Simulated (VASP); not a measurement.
Input of a VASP 6.6.1 run:

INCAR

```
SYSTEM = TePb
PREC = Accurate
ENCUT = 500
EDIFF = 1E-6
ISMEAR = 0
SIGMA = 0.01
LREAL = .FALSE.
LASPH = .TRUE.
NELM = 120
ALGO = Normal
ISIF = 2
LWAVE = .FALSE.
LCHARG = .TRUE.
GGA = PE
LELF = .TRUE.
LVHAR = .TRUE.
NBANDS = 17
GGA_COMPAT = .FALSE.
```

KPOINTS

```
regular mesh
0
G
  6 6 6
  0 0 0
```

Contents of POSCAR:

```
TePb
1.0
    0.0000000000      3.2521053182      3.2521053182
    3.2521053182      0.0000000000      3.2521053182
    3.2521053182      3.2521053182      0.0000000000
Pb Te
1 1
Direct
    0.0000000000      0.0000000000      0.0000000000
    0.5000000000      0.5000000000      0.5000000000
```

Potentials or basis: VASP PAW PBE potentials, release 64 (Pb_d, Te).

Launch:

```bash
$ cat potpaw_PBE.64/Pb_d/POTCAR potpaw_PBE.64/Te/POTCAR > POTCAR
$ mpirun -np 1 vasp_std > vasp.out
```

Task: What does it give for the pressure?

Result: 1.2 GPa.

Task: What does it give for the band gap on the k mesh?

Result: 0.78 eV, direct.

Caveat: spin-orbit coupling is left out, which moves the levels of the heavy elements. A k mesh can miss the band edges.
